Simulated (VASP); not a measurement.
Runs of VASP 6.6.1 on C. The structure is that of space group P6_3/mmc (No. 194), or close to it. The cells are those of the table. 

```tsv
level	cell	smearing	gap on the mesh (eV)	pressure (GPa)	largest force (eV/Å)
r2SCAN	a = 2.516, b = 2.516, c = 4.190 Å, angles 90.0, 90.0, 120.0°, 4 atoms	gaussian 0.01 eV	(d)	(b)	0.01
PBE	a = 2.516, b = 2.506, c = 4.169 Å, angles 90.0, 90.0, 120.1°, 4 atoms	fermi-dirac 0.02 eV	3.31	2.6	0.01
r2SCAN	a = 2.516, b = 2.506, c = 4.169 Å, angles 90.0, 90.0, 120.1°, 4 atoms	gaussian 0.01 eV	(a)	-0.8	0.01
r2SCAN	a = 2.453, b = 2.453, c = 4.170 Å, angles 90.0, 90.0, 120.0°, 4 atoms	gaussian 0.01 eV	3.36	(c)	0.02
PBE	a = 2.504, b = 2.449, c = 4.169 Å, angles 90.0, 90.0, 117.8°, 4 atoms	fermi-dirac 0.02 eV	3.13	5.7	0.06
```

Alike in all rows: task single point; potentials or basis VASP PAW PBE potentials, release 64 (C); no spin polarisation; k mesh 12 × 12 × 6; cutoff (eV) 520.

Q: Estimate the missing entries.

A: (a) 3.57; (b) -5.5; (c) 20.9; (d) 3.62.

Caveats: the PAW data sets were made with another functional, which shifts forces and pressure a little (some runs).

A k mesh can miss the band edges.
